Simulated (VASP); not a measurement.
A run of VASP 6.6.1 is set up as follows.

The input INCAR:

```
SYSTEM = PbS
  ALGO = Normal
  EDIFF = 1E-6
  ENCUT = 520
  GGA = PE
  ISIF = 2
  ISMEAR = 0
  IVDW = 12
  LASPH = .TRUE.
  LCHARG = .FALSE.
  LREAL = .FALSE.
  LWAVE = .FALSE.
  NBANDS = 50
  NELM = 100
  PREC = Accurate
  SIGMA = 0.03
```

The input KPOINTS:

```
k-points
0
G
  8 8 3
  0 0 0
```

The input POSCAR:

```
PbS
1.0
   -2.9671314639     -2.9671314639      0.0000000000
    2.9671314639     -2.9671314639      0.0000000000
    0.0000000000      0.0000000000     16.3685258554
Pb S
4 4
Direct
    0.5000000000      0.5000000000      0.0906352683
    0.0000000000      0.0000000000      0.2719058048
    0.5000000000      0.5000000000      0.4531763413
    0.0000000000      0.0000000000      0.6344468778
    0.0000000000      0.0000000000      0.0906352683
    0.5000000000      0.5000000000      0.2719058048
    0.0000000000      0.0000000000      0.4531763413
    0.5000000000      0.5000000000      0.6344468778
```

Potentials or basis: VASP PAW PBE potentials, release 64 (Pb_d, S).

Run with:

```bash
$ cat potpaw_PBE.64/Pb_d/POTCAR potpaw_PBE.64/S/POTCAR > POTCAR
$ mpirun -np 1 vasp_std > vasp.out
```

What does it give for the pressure?

-0.9 GPa.

Predict the band gap on the k mesh.

1.06 eV, direct.

What does it give for the dispersion energy per atom?

-0.286 eV.

Forces on the atoms (eV/Å):
```
Pb   0.000  0.000  0.308
Pb   0.000  0.000 -0.374
Pb   0.000  0.000  0.374
Pb   0.000  0.000 -0.308
S    0.000  0.000  0.270
S    0.000  0.000 -0.432
S    0.000  0.000  0.432
S    0.000  0.000 -0.270
```

Caveat: spin-orbit coupling is left out, which moves the levels of the heavy elements. A k mesh can miss the band edges.
